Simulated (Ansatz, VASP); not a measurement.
**BN in VASP and in Ansatz**

Contents of POSCAR:

```
BN
1.0
    0.0000000000      1.6079872071      2.2736939108
    1.6079872071      0.0000000000      2.2736939108
    1.6079872071      1.6079872071      0.0000000000
B N
1 1
Direct
    0.0000000000      0.0000000000      0.0000000000
    0.7500000000      0.7500000000      0.7500000000
```

INCAR.step1

```
SYSTEM = BN
PREC = Accurate ; ENCUT = 520
ISMEAR = 0 ; SIGMA = 0.05
LREAL = .False. ; LASPH = .True.
NELM = 60 ; NBANDS = 11
GGA = PE ; ALGO = Normal
EDIFF = 1E-4 ; LWAVE = .True.
LCHARG = .False.
```

INCAR.step2

```
SYSTEM = BN
PREC = Accurate ; ENCUT = 520
EDIFF = 1E-7 ; ISMEAR = 0
SIGMA = 0.05 ; LREAL = .False.
LASPH = .True. ; NELM = 60
ALGO = Normal ; ISIF = 2
LWAVE = .False. ; LCHARG = .False.
METAGGA = R2SCAN ; LMIXTAU = .True.
NBANDS = 11 ; ISTART = 1
```

Contents of KPOINTS:

```
regular mesh
0
Gamma
  12 12 12
  0 0 0
```

Input for Ansatz:

```yaml
crystal:
  lattice:
    - [0.0, 1.6079872071, 2.2736939108]
    - [1.6079872071, 0.0, 2.2736939108]
    - [1.6079872071, 1.6079872071, 0.0]
  atoms:
    - { symbol: B, position: [0.0, 0.0, 0.0] }
    - { symbol: "N", position: [0.75, 0.75, 0.75] }
basis:
  ecutwfc: 500
kpoints:
  mp_grid: { grid: [12, 12, 12] }
hamiltonian:
  xc: r2scan
scf:
  occupations: { method: gaussian, width: 0.05 }
output:
  forces: true
  stress: true
  eigenvalues: true
```

Alike in both runs: task single point; functional r2SCAN; k mesh 12 × 12 × 12; occupations gaussian, width 0.05 eV; no spin polarisation.

|  | VASP | Ansatz |
| --- | --- | --- |
| version | VASP 6.6.1 | Ansatz 0.2.0 |
| potentials or method | VASP PAW PBE potentials, release 64 (B, N), cutoff 520 eV | scalar-relativistic, plane waves, PAW |
| valence electrons in the cell | 8 | 8 |

```csv
,VASP,Ansatz,Ansatz less VASP
gap on the k mesh at the Fermi level (eV),1.26,1.28,+0.020
least direct gap on the mesh (eV),2.46,2.47,+0.012
pressure (GPa),6.7,5.8,-0.96
"traceless stress, the component that is largest in VASP (GPa)",-217.57,-218.07,-0.505
```

VASP's potentials were made for PBE, not for r2SCAN.
